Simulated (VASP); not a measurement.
## Ce: single point with PBE

Crystal: Ce.

```
Ce
1.0
     0.00000    2.36302    2.36302
     2.36302    0.00000    2.36302
     2.36302    2.36302    0.00000
Ce
1
Cartesian
  0.0000 0.0000 0.0000
```

```json
{
  "Program": "VASP 6.6.1",
  "Task": "single point",
  "Functional": "PBE",
  "Potentials or basis": "VASP PAW PBE potentials, release 64 (Ce)",
  "Cutoff": "520 eV",
  "k mesh": "14 × 14 × 14",
  "Occupations": "gaussian, width 0.05 eV",
  "Spin": "no spin polarisation"
}
```

* Pressure: -1.0 GPa
* Band gap on the k mesh: zero (band 6 reaches 9.72 eV, above the bottom of band 7 at 9.33 eV)

Levels at points of the mesh, in eV from the Fermi level:
| k point | band 2 | band 3 | band 4 | band 5 | band 6 | band 7 | band 8 | band 9 | band 10 | band 11 |
| --- | --- | --- | --- | --- | --- | --- | --- | --- | --- | --- |
| (0.00, 0.00, 0.00) | -15.92 | -15.92 | -15.92 | -2.87 | -0.22 | 0.38 | 0.38 | 0.38 | 1.71 | 1.71 |
| (0.50, 0.00, 0.00) | -18.80 | -16.29 | -16.29 | -2.08 | -0.12 | 0.46 | 0.46 | 0.74 | 0.96 | 1.38 |
| (0.50, 0.50, 0.00) | -18.59 | -16.96 | -16.96 | -2.88 | -2.22 | 0.52 | 0.62 | 0.62 | 0.68 | 0.86 |

It took 91 s on 1 thread of Intel(R) Xeon(R) Platinum 8488C (Sapphire Rapids) (shared host), peak memory 0.19 GiB.

Caveat: spin-orbit coupling is left out, which moves the levels of the heavy elements. Spin polarisation is off, so any magnetic state and its effect on volume and gap are missing.
